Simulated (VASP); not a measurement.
# Pt (Fm-3m) in VASP: a series of runs, part 2 of 2

VASP 6.6.1. The steps go on from the part before.

**3. Single point, PBEsol, collinear spin, ferromagnetic start**

INCAR reads:

```
  PREC = Accurate
  ENCUT = 520
  EDIFF = 1E-6
  ISMEAR = 0
  SIGMA = 0.15
  LREAL = F
  LASPH = T
  NELM = 150
  ALGO = Fast
  ISIF = 2
  LWAVE = F
  LCHARG = F
  ISPIN = 2
  MAGMOM = 0.35
  LORBIT = 11
  NUPDOWN = 0.35
  LMAXMIX = 4
  GGA = PS
  NBANDS = 15
```

KPOINTS reads:

```
regular mesh
0
Gamma
  22 22 22
```

POSCAR reads:

```
Pt
1.0
    0.0000000000      2.0700977806      2.0700977806
    2.0700977806      0.0000000000      2.0700977806
    2.0700977806      2.0700977806      0.0000000000
Pt
1
Direct
    0.0000000000      0.0000000000      0.0000000000
```

Potentials or basis: VASP PAW PBE potentials, release 64 (Pt).

Launch:

```bash
$ cat potpaw_PBE.64/Pt/POTCAR > POTCAR
$ mpirun -np 1 vasp_std > vasp.out
```

OUTCAR:

```text
PREC = Accurate
   ENCUT = 520
   EDIFF = 1E-6
   ISMEAR = 0
   LREAL = F
   LASPH = T
   NELM = 150
   ISIF = 2
   ISPIN = 2
   LORBIT = 11
   NUPDOWN = 0.35
   GGA = PS

 ion  position               nearest neighbor table
   1  0.000  0.000  0.000-

  LATTYP: Found a face centered cubic cell.
 ALAT       =     4.1401955612

  Lattice vectors:

 A1 = (   0.0000000000,   2.0700977806,   2.0700977806)
 A2 = (   2.0700977806,   0.0000000000,   2.0700977806)
 A3 = (   2.0700977806,   2.0700977806,   0.0000000000)

Analysis of symmetry for initial positions (statically):
=====================================================================
 Subroutine PRICEL returns:
 Original cell was already a primitive cell.

 Routine SETGRP: Setting up the symmetry group for a
 face centered cubic supercell.

 Subroutine GETGRP returns: Found 48 space group operations
 (whereof 48 operations were pure point group operations)
 out of a pool of 48 trial point group operations.

The static configuration has the point symmetry O_h .

Analysis of symmetry for dynamics (positions and initial velocities):
=====================================================================
 Subroutine PRICEL returns:
 Original cell was already a primitive cell.

 Routine SETGRP: Setting up the symmetry group for a
 face centered cubic supercell.

 Subroutine GETGRP returns: Found 48 space group operations
 (whereof 48 operations were pure point group operations)
 out of a pool of 48 trial point group operations.

The dynamic configuration has the point symmetry O_h .

Analysis of structural, dynamic, and magnetic symmetry:
=====================================================================
 Subroutine PRICEL returns:
 Original cell was already a primitive cell.

 Routine SETGRP: Setting up the symmetry group for a
 face centered cubic supercell.

 Subroutine GETGRP returns: Found 48 space group operations
 (whereof 48 operations were pure point group operations)
 out of a pool of 48 trial point group operations.

The overall configuration has the point symmetry O_h .

 Subroutine INISYM returns: Found 48 space group operations
 (whereof 48 operations are pure point group operations),
[... 155 lines left out ...]
      1      -0.3790      1.00000
      2       5.1998      1.00000
      3       5.1998      1.00000
      4       5.1998      1.00000
      5       6.8747      1.00000
      6       6.8747      1.00000
      7      23.1369      0.00000
      8      27.1878      0.00000
      9      27.1878      0.00000
     10      27.1878      0.00000
     11      31.9521      0.00000
     12      36.9665      0.00000
     13      36.9665      0.00000
     14      36.9665      0.00000
[... 403 lines left out ...]
      4       7.4506      1.00000
      5       8.0475      0.98725
      6       8.8539      0.00000
      7      13.0579      0.00000
      8      22.7580      0.00000
      9      25.5970      0.00000
     10      26.0424      0.00000
     11      33.7219      0.00000
     12      33.8917      0.00000
     13      35.1208      0.00000
     14      39.9782      0.00000
     15      40.2232      0.00000

 [... further k-points ...]

 spin component 2

 k-point     1 :       0.0000    0.0000    0.0000
  band No.  band energies     occupation
      1      -0.3267      1.00000
      2       5.4377      1.00000
      3       5.4377      1.00000
      4       5.4377      1.00000
      5       7.0867      1.00000
      6       7.0867      1.00000
      7      23.1673      0.00000
      8      27.2172      0.00000
      9      27.2172      0.00000
     10      27.2172      0.00000
     11      31.9425      0.00000
     12      37.0357      0.00000
     13      37.0357      0.00000
     14      37.0357      0.00000
[... 403 lines left out ...]
      4       7.5882      1.00000
      5       8.3010      0.20157
      6       9.0012      0.00000
      7      13.2414      0.00000
      8      22.7744      0.00000
      9      25.6700      0.00000
     10      26.1153      0.00000
     11      33.7691      0.00000
     12      33.9395      0.00000
     13      35.1832      0.00000
     14      40.1184      0.00000
     15      40.3677      0.00000

 [... further k-points ...]
[... 5 lines left out ...]
  --------------------------------------------------------------------------------------
  -------------------------------------------------------------------------------------
  Total       -3.3297097     -3.3297097     -3.3297097      0.0000000     -0.0000000      0.0000000
  in kB     -300.6868107   -300.6868107   -300.6868107      0.0000000     -0.0000000      0.0000000
  external PRESSURE =    -300.6868107 kB  Pullay stress =       0.0000000 kB

 VOLUME and BASIS-vectors are now :
 -----------------------------------------------------------------------------
  energy-cutoff  :      520.00
  volume of cell :       17.74
      direct lattice vectors                 reciprocal lattice vectors
     0.000000000  2.070097781  2.070097781    -0.241534484  0.241534484  0.241534484
     2.070097781  0.000000000  2.070097781     0.241534484 -0.241534484  0.241534484
     2.070097781  2.070097781  0.000000000     0.241534484  0.241534484 -0.241534484

 POSITION                                       TOTAL-FORCE (eV/Angst)
 -----------------------------------------------------------------------------------
      0.00000      0.00000      0.00000         0.000000      0.000000      0.000000
 -----------------------------------------------------------------------------------
    total drift:                               -0.000000     -0.000000     -0.000000

  FREE ENERGIE OF THE ION-ELECTRON SYSTEM (eV)
  ---------------------------------------------------
  free  energy   TOTEN  =        -6.6616538680 eV

  energy  without entropy=       -6.6397418272  energy(sigma->0) =       -6.65069785

 total charge

# of ion       s       p       d       tot
------------------------------------------
    1        0.556   0.433   7.936   8.925

 magnetization (x)

# of ion       s       p       d       tot
------------------------------------------
    1       -0.001  -0.005   0.358   0.352
```

stdout:

```text
POSCAR found type information on POSCAR Pt
 POSCAR found :  1 types and       1 ions
 scaLAPACK will be used
 -----------------------------------------------------------------------------
|                                                                             |
|                                                                             |
|     You enforced a specific xc type in the INCAR file but a different       |
|     I HOPE YOU KNOW WHAT YOU ARE DOING!                                     |
|                                                                             |
 -----------------------------------------------------------------------------

 LDA part: xc-table for (Slater+PW92), standard interpolation
 POSCAR, INCAR and KPOINTS ok, starting setup
 FFT: planning ... GRIDC
 FFT: planning ... GRID_SOFT
 FFT: planning ... GRID
 WAVECAR not read
 entering main loop
WARNING in EDDRMM: call to ZHEGV failed, returncode =   8  4     15
```

It took 88 s on 1 thread of AMD EPYC 9R45 (Zen 5), shared host; peak memory 0.23 GiB.

What came out:

* Free energy: -6.6617 eV
* Pressure: -30.1 GPa
* Net moment: 0.35 μB per cell
* Site moments: Pt +0.35 μB
* Valence electrons inside the program's atomic spheres: Pt 8.93

Caveat: the PAW data sets were made with another functional, which shifts forces and pressure a little; the total moment is fixed, so each spin has its own Fermi level.
